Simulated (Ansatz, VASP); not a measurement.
# Si2W in VASP and in Ansatz

```
CELL_PARAMETERS angstrom
4.61685 0.00000 0.00000
-2.30843 3.99831 0.00000
0.00000 0.00000 6.65322
ATOMIC_POSITIONS crystal
W 0.50000 0.00000 0.50000
W 0.50000 0.50000 0.83333
W 0.00000 0.50000 0.16667
Si 0.32725 0.16363 0.16667
Si 0.83637 0.16363 0.83333
Si 0.16363 0.32725 0.50000
Si 0.67275 0.83637 0.16667
Si 0.16363 0.83637 0.83333
Si 0.83637 0.67275 0.50000
```

Alike in both runs: task relaxation of cell and atoms; functional RPBE; k mesh 7 × 7 × 4; occupations fermi-dirac, width 0.05 eV; no spin polarisation.

|  | VASP | Ansatz |
| --- | --- | --- |
| version | VASP 6.6.1 | Ansatz 0.2.0 |
| potentials or method | VASP PAW PBE potentials, release 64 (W_sv, Si) | Ansatz PAW |
| plane-wave cutoff (eV) | 600 | 420 |
| valence electrons in the cell | 66 | 66 |

Ansatz gave:

| Property | Result |
| --- | --- |
| gap on the k mesh at the Fermi level, each at its own relaxed structure (eV) | 0.23 |
| relaxed volume (Å³/atom) | 13.79 |
| relaxed length of the cell vector where the two differ most in proportion (Å) | 4.634 |

Which values does VASP return?

gap on the k mesh at the Fermi level, each at its own relaxed structure (eV): 0.24; relaxed volume (Å³/atom): 13.77; relaxed length of the cell vector where the two differ most in proportion (Å): 4.632.

VASP's potentials were made for PBE, not for RPBE.

Neither program's run includes spin-orbit coupling. Noted on Ansatz's run: odd divisions of the mesh miss points on the zone boundary, where band edges often lie, so the gap on the mesh can be too wide; the plane-wave basis is chosen anew once the cell has moved, so the energies of steps on either side of that aren't comparable.
